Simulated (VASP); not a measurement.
# NbCu (Fm-3m) in VASP: further runs

Runs on NbCu. Level: PBEsol. Tasks: relaxation of cell and atoms.

Program: VASP 6.6.1. These are calculated values, not measurements. Logs are shortened: lines on timing, memory, paths and dates and some standing lists are left out, and cuts for length are marked.

### 1 The cell of the first run

The structure is cubic, space group Fm-3m (No. 225). The conventional cell has a = 5.124 Å, b = 5.124 Å, c = 5.124 Å, α = 90.00°, β = 90.00°, γ = 90.00°. Nb (site symmetry m-3m) has 6 Cu at 2.56 Å within 3.4 Å. Cu (site symmetry m-3m) has 6 Nb at 2.56 Å within 3.4 Å.

### 2 Relaxation of cell and atoms, PBEsol, target pressure 2 GPa, at which the enthalpy is minimised

Contents of INCAR:

```
SYSTEM = NbCu
ALGO = Normal
EDIFF = 1E-7
EDIFFG = -0.01
ENCUT = 600
GGA = PS
IBRION = 2
ISIF = 3
ISMEAR = -1
LASPH = .True.
LCHARG = .False.
LREAL = .False.
LWAVE = .False.
NELM = 60
NSW = 60
PREC = Accurate
PSTRESS = 20.0
SIGMA = 0.05
```

Contents of KPOINTS:

```
k-points
0
Gamma
  9 9 9
  0 0 0
```

Contents of POSCAR:

```
NbCu
1.0
    0.0000000000      2.5622100000      2.5622100000
    2.5622100000      0.0000000000      2.5622100000
    2.5622100000      2.5622100000      0.0000000000
Nb Cu
1 1
Direct
    0.0000000000      0.0000000000      0.0000000000
    0.5000000000      0.5000000000      0.5000000000
```

Potentials or basis: VASP PAW PBE potentials, release 64 (Nb_sv, Cu).

The run is started by

```
$ cat potpaw_PBE.64/Nb_sv/POTCAR potpaw_PBE.64/Cu/POTCAR > POTCAR
$ mpirun -np 1 vasp_std > vasp.out
```

OUTCAR:

```text
SYSTEM = NbCu
   EDIFF = 1E-7
   EDIFFG = -0.01
   ENCUT = 600
   GGA = PS
   IBRION = 2
   ISIF = 3
   ISMEAR = -1
   LASPH = .True.
   LREAL = .False.
   NELM = 60
   NSW = 60
   PREC = Accurate
   PSTRESS = 20.0

 ion  position               nearest neighbor table
   1  0.000  0.000  0.000-   2 2.56   2 2.56   2 2.56   2 2.56   2 2.56   2 2.56
   2  0.500  0.500  0.500-   1 2.56   1 2.56   1 2.56   1 2.56   1 2.56   1 2.56

  LATTYP: Found a face centered cubic cell.
 ALAT       =     5.1244200000

  Lattice vectors:

 A1 = (   0.0000000000,   2.5622100000,   2.5622100000)
 A2 = (   2.5622100000,   0.0000000000,   2.5622100000)
 A3 = (   2.5622100000,   2.5622100000,   0.0000000000)

Analysis of symmetry for initial positions (statically):
=====================================================================
 Subroutine PRICEL returns:
 Original cell was already a primitive cell.

 Routine SETGRP: Setting up the symmetry group for a
 face centered cubic supercell.

 Subroutine GETGRP returns: Found 48 space group operations
 (whereof 48 operations were pure point group operations)
 out of a pool of 48 trial point group operations.

The static configuration has the point symmetry O_h .

Analysis of symmetry for dynamics (positions and initial velocities):
=====================================================================
 Subroutine PRICEL returns:
 Original cell was already a primitive cell.

 Routine SETGRP: Setting up the symmetry group for a
 face centered cubic supercell.

 Subroutine GETGRP returns: Found 48 space group operations
 (whereof 48 operations were pure point group operations)
 out of a pool of 48 trial point group operations.

The dynamic configuration has the point symmetry O_h .

 Subroutine INISYM returns: Found 48 space group operations
 (whereof 48 operations are pure point group operations),
 and found     1 'primitive' translations

----------------------------------------------------------------------------------------

                                     Primitive cell

  volume of cell :      33.6414

  direct lattice vectors                    reciprocal lattice vectors
     0.000000000  2.562210000  2.562210000    -0.195144036  0.195144036  0.195144036
     2.562210000  0.000000000  2.562210000     0.195144036 -0.195144036  0.195144036
     2.562210000  2.562210000  0.000000000     0.195144036  0.195144036 -0.195144036

  length of vectors
     3.623512132  3.623512132  3.623512132     0.337999385  0.337999385  0.337999385

  position of ions in fractional coordinates (direct lattice)
     0.000000000  0.000000000  0.000000000
     0.500000000  0.500000000  0.500000000

  ion indices of the primitive-cell ions
   primitive index   ion index
                 1           1
                 2           2

----------------------------------------------------------------------------------------

 KPOINTS: k-points

Automatic generation of k-mesh.
 Grid dimensions read from file:
 generate k-points for:    9    9    9

 Generating k-lattice:

  Cartesian coordinates                     Fractional coordinates (reciprocal lattice)
    -0.021682671  0.021682671  0.021682671     0.111111111  0.000000000  0.000000000
     0.021682671 -0.021682671  0.021682671     0.000000000  0.111111111  0.000000000
     0.021682671  0.021682671 -0.021682671     0.000000000  0.000000000  0.111111111

  Length of vectors
     0.037555487  0.037555487  0.037555487

  Shift w.r.t. Gamma in fractional coordinates (k-lattice)
     0.000000000  0.000000000  0.000000000

 Subroutine IBZKPT returns following result:
 ===========================================

 Found     35 irreducible k-points:

 Following reciprocal coordinates:
            Coordinates               Weight
  0.000000  0.000000  0.000000      1.000000
  0.111111  0.000000  0.000000      8.000000
  0.222222  0.000000  0.000000      8.000000
  0.333333  0.000000  0.000000      8.000000
  0.444444  0.000000  0.000000      8.000000
  0.111111  0.111111  0.000000      6.000000
[... 16 lines left out ...]
 -0.333333  0.333333  0.000000     12.000000
  0.444444  0.444444  0.000000      6.000000
 [... further k-points ...]
   k-points           NKPTS =     35   k-points in BZ     NKDIM =     35   number of bands    NBANDS=     16
   number of dos      NEDOS =    301   number of ions     NIONS =      2
   total plane-waves  NPLWV =  27000
   dimension x,y,z NGX =    30 NGY =   30 NGZ =   30
   dimension x,y,z NGXF=    60 NGYF=   60 NGZF=   60
   ions per type =               1   1
   NGX,Y,Z   is equivalent  to a cutoff of  13.76, 13.76, 13.76 a.u.
   NGXF,Y,Z  is equivalent  to a cutoff of  27.53, 27.53, 27.53 a.u.
 SYSTEM =  NbCu
   PREC   = accura    normal or accurate (medium, high low for compatibility)
   ISTART =      0    job   : 0-new  1-cont  2-samecut
   ICHARG =      2    charge: 1-file 2-atom 10-const
   ISPIN  =      1    spin polarized calculation?
   LNONCOLLINEAR =      F non collinear calculations
   LSORBIT =      F    spin-orbit coupling
   LASPH  =      T    aspherical Exc in radial PAW
   ENCUT  =  600.0 eV  44.10 Ry    6.64 a.u.   7.24  7.24  7.24*2*pi/ulx,y,z
   NELM   =     60;   NELMIN=  2; NELMDL= -5     # of ELM steps
   EDIFF  = 0.1E-06   stopping-criterion for ELM
   LREAL  =      F    real-space projection
   EDIFFG = -.1E-01   stopping-criterion for IOM
   NSW    =     60    number of steps for IOM
   IBRION =      2    ionic relax: 0-MD 1-quasi-New 2-CG
   NFREE  =      1    steps in history (QN), initial steepest desc. (CG)
   ISIF   =      3    stress and relaxation
   ISYM   =      2    0-nonsym 1-usesym 2-fastsym
   POTIM  = 0.5000    time-step for ionic-motion
   TEBEG  =    0.0;   TEEND  =   0.0 temperature during run
   PSTRESS=   20.0 pullay stress
   NELECT =      24.0000    total number of electrons
   NUPDOWN=      -1.0000    fix difference up-down
   EMIN   =  10.00;   EMAX   =-10.00  energy-range for DOS
   EFERMI =   0.00;   METHOD = LEGACY
   ISMEAR =    -1;   SIGMA  =   0.05  broadening in eV -4-tet -1-fermi 0-gaus
   EFERMI_NEDOS =   21; number of points for ismear=-14 and -15
   IALGO  =     38    algorithm
   IMIX   =      4    mixing-type and parameters
     AMIX     =   0.40;   BMIX     =  1.00
     AMIX_MAG =   1.60;   BMIX_MAG =  1.00
  volume/ion in A,a.u.               =      16.82       113.51
  Fermi-wavevector in a.u.,A,eV,Ry     =   1.462808  2.764305 29.113827  2.139806
  Thomas-Fermi vector in A             =   2.578977
   LORBIT       =      0    0 simple, 1 ext, 2 COOP (PROOUT), +10 PAW based schemes
   GGA     = PS    functional components
   LHFCALC =     F    Hartree Fock is set to
   AEXX    =    0.0000 exact exchange contribution
   IVDW    =     0    specifies the selected vdW correction
   LEPSILON=     F    determine dielectric tensor
   LRPA    =     F    only Hartree local field effects (RPA)
 conjugate gradient relaxation of ions
 non-spin polarized calculation
  energy-cutoff  :      600.00
  volume of cell :       33.64
 maximum number of plane-waves:      1139
 NGX is ok and might be reduce to    30
   NGX = 15   NGY = 15   NGZ = 15

--------------------------------------- Ionic step        1  -------------------------------------------

 number of electron      24.0000009 magnetization

 Free energy of the ion-electron system (eV)
  ---------------------------------------------------
  ext. energy  EPLUGINS =         0.00000000
  ---------------------------------------------------
  free energy    TOTEN  =       -13.71137245 eV

  energy without entropy =      -13.68614152  energy(sigma->0) =      -13.69875698

------------------------ aborting loop because EDIFF is reached ----------------------------------------

  FORCE on cell =-STRESS in cart. coord.  units (eV):
  Direction    XX          YY          ZZ          XY          YZ          ZX
  --------------------------------------------------------------------------------------
  -------------------------------------------------------------------------------------
  Total       -1.2029743     -1.2029743     -1.2029743     -0.0000000     -0.0000000      0.0000000
  in kB      -57.2918423    -57.2918423    -57.2918423     -0.0000000     -0.0000000      0.0000000
  external PRESSURE =     -77.2918423 kB  Pullay stress =      20.0000000 kB
[... 99 lines left out ...]
  enthalpy is  TOTEN    =       -13.3342290117 eV   P V=        0.3991560760

--------------------------------------- Ionic step        4  -------------------------------------------

 number of electron      24.0000004 magnetization

 Free energy of the ion-electron system (eV)
  ---------------------------------------------------
  ext. energy  EPLUGINS =         0.00000000
  ---------------------------------------------------
  free energy    TOTEN  =       -13.73298827 eV

  energy without entropy =      -13.70884199  energy(sigma->0) =      -13.72091513

 E-fermi :   8.9018     XC(G=0): -12.3360

 val. band max:        8.8892346615   @ k =  -0.3333   0.3333   0.1111
 cond. band min:       8.9337839377   @ k =  -0.4444   0.4444   0.0000
 fundamental gap:      0.0445492761
 Fermi energy:         8.9017651462

 k-point     1 :       0.0000    0.0000    0.0000
  band No.  band energies     occupation
      1     -46.0149      2.00000
      2     -21.9793      2.00000
      3     -21.9793      2.00000
      4     -21.9793      2.00000
      5       1.6049      2.00000
      6       4.3683      2.00000
[... 8 lines left out ...]
     15      11.5045      0.00000
     16      18.0179      0.00000
[... 420 lines left out ...]
  band No.  band energies     occupation
      1     -45.9886      2.00000
      2     -22.1831      2.00000
      3     -22.0600      2.00000
      4     -22.0600      2.00000
      5       3.8887      2.00000
      6       4.3316      2.00000
[... 8 lines left out ...]
     15      12.0490      0.00000
     16      14.0271      0.00000

 [... further k-points ...]
[... 5 lines left out ...]
  --------------------------------------------------------------------------------------
  -------------------------------------------------------------------------------------
  Total        0.4059087      0.4059087      0.4059087      0.0000000      0.0000000      0.0000000
  in kB       20.3591864     20.3591864     20.3591864      0.0000000      0.0000000      0.0000000
  external PRESSURE =       0.3591864 kB  Pullay stress =      20.0000000 kB
[... 17 lines left out ...]
  FREE ENERGIE OF THE ION-ELECTRON SYSTEM (eV)
  ---------------------------------------------------
  free  energy   TOTEN  =       -13.7329882677 eV

  energy  without entropy=      -13.7088419909  energy(sigma->0) =      -13.72091513

  enthalpy is  TOTEN    =       -13.3342408362 eV   P V=        0.3987474315

 reached required accuracy - stopping structural energy minimisation
```

Wall time 51 s (1 thread of Intel Xeon 6975P-C (Granite Rapids), shared host); peak memory 0.19 GiB.

What came out:

* Free energy: -13.7330 eV
* Relaxed volume: 15.97 Å³/atom
* Relaxed cell: a = 3.561 Å, b = 3.561 Å, c = 3.561 Å, α = 60.00°, β = 60.00°, γ = 60.00°
* Space group after relaxing (to 0.05 Å): Fm-3m (No. 225)
* Energy change on relaxing (the enthalpy is what falls): -10.8 meV/atom
* Ionic steps: 4
* Pressure after relaxing: 2.0 GPa
* Band gap on the k mesh: zero (band 12 reaches 9.99 eV, above the bottom of band 13 at 8.01 eV)

Step by step:
```
step  energy change (eV)  largest force (eV/Å)  pressure (GPa)  volume (Å³)
   1              0.0000                0.0000           -5.73        33.64
   2              0.0867                0.0000           15.28        29.84
   3             -0.0220                0.0000            1.86        31.98
   4             -0.0216                0.0000            2.04        31.94
```

Final structure:
```
CELL_PARAMETERS angstrom
0.00000 2.51835 2.51835
2.51835 0.00000 2.51835
2.51835 2.51835 0.00000
ATOMIC_POSITIONS crystal
Nb 0.00000 0.00000 0.00000
Cu 0.50000 0.50000 0.50000
```

Levels at points of the mesh, in eV from the Fermi level:
```
           k point  band 9  band 10  band 11  band 12  band 13  band 14  band 15  band 16
(0.00, 0.00, 0.00)   -4.21    -4.21     1.09     1.09     1.09     2.60     2.60     9.12
```

Caveat: the cell is relaxed towards a set pressure, so the enthalpy falls and the energy may rise; the PAW data sets were made with another functional, which shifts forces and pressure a little.

### 3 Relaxation of cell and atoms, PBEsol, target pressure 5 GPa, at which the enthalpy is minimised

Contents of INCAR:

```
SYSTEM = NbCu
PREC = Accurate ; ENCUT = 600
EDIFF = 1E-6 ; ISMEAR = -1
SIGMA = 0.05 ; LREAL = .False.
LASPH = .True. ; NELM = 80
ALGO = Normal ; ISIF = 3
LWAVE = .False. ; LCHARG = .False.
GGA = PS ; IBRION = 2
NSW = 60 ; EDIFFG = -0.01
PSTRESS = 50.0
```

Contents of KPOINTS:

```
regular mesh
0
Gamma
  9 9 9
  0 0 0
```

POSCAR is that of step 2.

Potentials or basis: VASP PAW PBE potentials, release 64 (Nb_sv, Cu).

The run is started by

```
$ cat potpaw_PBE.64/Nb_sv/POTCAR potpaw_PBE.64/Cu/POTCAR > POTCAR
$ mpirun -np 1 vasp_std > vasp.out
```

Wall time 47 s (1 thread of Intel Xeon 6975P-C (Granite Rapids), shared host); peak memory 0.19 GiB.

Results (log left out):

- Free energy: -13.7208 eV
- Relaxed volume: 15.69 Å³/atom
- Relaxed cell: a = 3.541 Å, b = 3.541 Å, c = 3.541 Å, α = 60.00°, β = 60.00°, γ = 60.00°
- Space group after relaxing (to 0.05 Å): Fm-3m (No. 225)
- Energy change on relaxing (the enthalpy is what falls): -4.7 meV/atom
- Ionic steps: 4
- Pressure after relaxing: 5.1 GPa
- Band gap on the k mesh: zero (band 12 reaches 10.24 eV, above the bottom of band 13 at 8.21 eV)

Step by step:
```tsv
step	energy change (eV)	largest force (eV/Å)	pressure (GPa)	volume (Å³)
1	0.0000	0.0000	-6.00	33.64
2	0.2903	0.0000	28.25	28.33
3	-0.0119	0.0000	4.45	31.47
4	-0.0094	0.0000	5.09	31.39
```

Final structure:
```
Nb Cu
1.0
     0.00000    2.50369    2.50369
     2.50369    0.00000    2.50369
     2.50369    2.50369    0.00000
Nb Cu
1 1
Cartesian
  2.5037 2.5037 5.0074
  2.5037 2.5037 2.5037
```

Levels at points of the mesh, in eV from the Fermi level:
```csv
k point,band 9,band 10,band 11,band 12,band 13,band 14,band 15,band 16
"(0.00, 0.00, 0.00)",-4.29,-4.29,1.12,1.12,1.12,2.67,2.67,9.22
```

Caveat: the cell is relaxed towards a set pressure, so the enthalpy falls and the energy may rise; the PAW data sets were made with another functional, which shifts forces and pressure a little.

(Continued in part 2 of 2.)
